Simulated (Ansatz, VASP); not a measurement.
**CsB3N3 in VASP and in Ansatz**

INCAR

```
PREC = Accurate
ENCUT = 520
EDIFF = 1E-7
ISMEAR = 0
SIGMA = 0.2
LREAL = F
LASPH = T
NELM = 100
ALGO = Fast
ISIF = 2
LWAVE = F
LCHARG = F
GGA = PE
NBANDS = 26
```

Contents of KPOINTS:

```
regular mesh
0
Gamma
  6 6 2
```

Contents of POSCAR:

```
CsB3N3
1.0
    4.3687681243      0.0000000289      0.0000000000
   -2.1843840872      3.7834641645      0.0000000000
    0.0000000000      0.0000000000      9.6235864000
Cs B N
1 3 3
Direct
    0.0000000000      0.0000000000      0.5000000000
    0.3333333333      0.6666666667      0.0000000000
    0.6666666667      0.3333333333      0.0000000000
    0.0000000000      0.0000000000      0.0000000000
    0.3332810000      0.0000000000      0.0000000000
    0.0000000000      0.3332810000      0.0000000000
    0.6667190000      0.6667190000      0.0000000000
```

Input for Ansatz:

```yaml
crystal:
  lattice:
    - [4.3687681243, 2.89e-08, 0.0]
    - [-2.1843840872, 3.7834641645, 0.0]
    - [0.0, 0.0, 9.6235864]
  atoms:
    - { symbol: Cs, position: [0.0, 0.0, 0.5] }
    - { symbol: B, position: [0.3333333333, 0.6666666667, 0.0] }
    - { symbol: B, position: [0.6666666667, 0.3333333333, 0.0] }
    - { symbol: B, position: [0.0, 0.0, 0.0] }
    - { symbol: "N", position: [0.333281, 0.0, 0.0] }
    - { symbol: "N", position: [0.0, 0.333281, 0.0] }
    - { symbol: "N", position: [0.666719, 0.666719, 0.0] }
basis:
  ecutwfc: 420
kpoints:
  mp_grid: { grid: [6, 6, 2] }
hamiltonian:
  xc: pbe
scf:
  occupations: { method: gaussian, width: 0.2 }
  lower_state_search: "off"
output:
  forces: true
  stress: true
  eigenvalues: true
```

Alike in both runs: task single point; functional PBE; k mesh 6 × 6 × 2; occupations gaussian, width 0.2 eV; no spin polarisation.

|  | VASP | Ansatz |
| --- | --- | --- |
| version | VASP 6.6.1 | Ansatz 0.2.0 |
| potentials or method | VASP PAW PBE potentials, release 64 (Cs_sv, B, N), cutoff 520 eV | scalar-relativistic, plane waves, PAW |
| valence electrons in the cell | 33 | 33 |

Ansatz gave:

```
gap on the k mesh at the Fermi level (eV)                     : none
pressure (GPa)                                                : 0.1
traceless stress, the component that is largest in VASP (GPa) : -0.01
```

Question: Which values does VASP return?

Answer: gap on the k mesh at the Fermi level (eV): none; pressure (GPa): 0.1; traceless stress, the component that is largest in VASP (GPa): -0.08.

A gap of «none» marks a metal or a gap that the smearing closes.

Spin-orbit coupling is off throughout.
